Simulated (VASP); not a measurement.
Input of a VASP 6.6.1 run:

The input INCAR:

```
SYSTEM = Ba2SeO
ALGO     = Normal         ! electronic algorithm
EDIFF    = 1E-6           ! SCF threshold, eV
ENCUT    = 520            ! plane-wave cutoff, eV
GGA      = PE             ! functional
ISIF     = 2              ! what is computed and relaxed
ISMEAR   = 0              ! smearing method
LASPH    = .TRUE.         ! aspherical terms in the spheres
LCHARG   = .FALSE.        ! write CHGCAR
LREAL    = .FALSE.        ! projectors in reciprocal space
LWAVE    = .FALSE.        ! write WAVECAR
NBANDS   = 24             ! bands
NELM     = 60             ! most SCF steps
PREC     = Accurate       ! precision mode
SIGMA    = 0.01           ! smearing width, eV
```

KPOINTS

```
k-points
0
G
  6 6 4
  0 0 0
```

The input POSCAR:

```
Ba2SeO
1.0
    4.3232273614      0.0000000000      0.0000000000
    0.0000000000      4.3232273614      0.0000000000
    0.0000000000      0.0000000000      6.1254261515
O Ba Se
1 2 1
Direct
    0.0000000000      0.0000000000      0.0000000000
    0.0000000000      0.0000000000      0.5000000000
    0.5000000000      0.5000000000      0.0000000000
    0.5000000000      0.5000000000      0.5000000000
```

Potentials or basis: VASP PAW PBE potentials, release 64 (O, Ba_sv, Se).

Run with:

```console
$ cat potpaw_PBE.64/O/POTCAR potpaw_PBE.64/Ba_sv/POTCAR potpaw_PBE.64/Se/POTCAR > POTCAR
$ mpirun -np 1 vasp_std > vasp.out
```

(1) Estimate the band gap on the k mesh.

(2) Predict the pressure.

Results:

(1) 1.37 eV.

(2) 4.0 GPa.

Caveat: the cell stands under pressure; spin-orbit coupling is left out, which moves the levels of the heavy elements.
